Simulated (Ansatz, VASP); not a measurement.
# Sn in VASP and in Ansatz

```
Sn
1.0
    -1.68338    1.73116    2.27988
     1.68338   -1.73116    2.27988
     1.68338    1.73116   -2.27988
Sn
1
Direct
  0.00000 0.00000 0.00000
```

Change from the starting cell: strain -0.025 along x and y, -0.025 along z, atoms carried along.

Alike in both runs: task single point; functional LDA; k mesh 20 × 20 × 20; occupations gaussian, width 0.15 eV; no spin polarisation.

|  | VASP | Ansatz |
| --- | --- | --- |
| version | VASP 6.6.1 | Ansatz 0.2.0 |
| potentials or method | VASP PAW LDA potentials, release 64 (Sn_d), cutoff 520 eV | scalar-relativistic, plane waves, PAW |
| valence electrons in the cell | 14 | 14 |

|  | VASP | Ansatz | Ansatz less VASP |
| --- | --- | --- | --- |
| gap on the k mesh at the Fermi level (eV) | none | none | - |
| pressure (GPa) | -1.4 | -1.5 | -0.03 |
| traceless stress, the component that is largest in VASP (GPa) | 0.65 | 0.63 | -0.013 |

LDA's correlation is that of Perdew and Zunger in VASP and of Perdew and Wang (1992) in Ansatz. A gap of «none» marks a metal or a gap that the smearing closes.
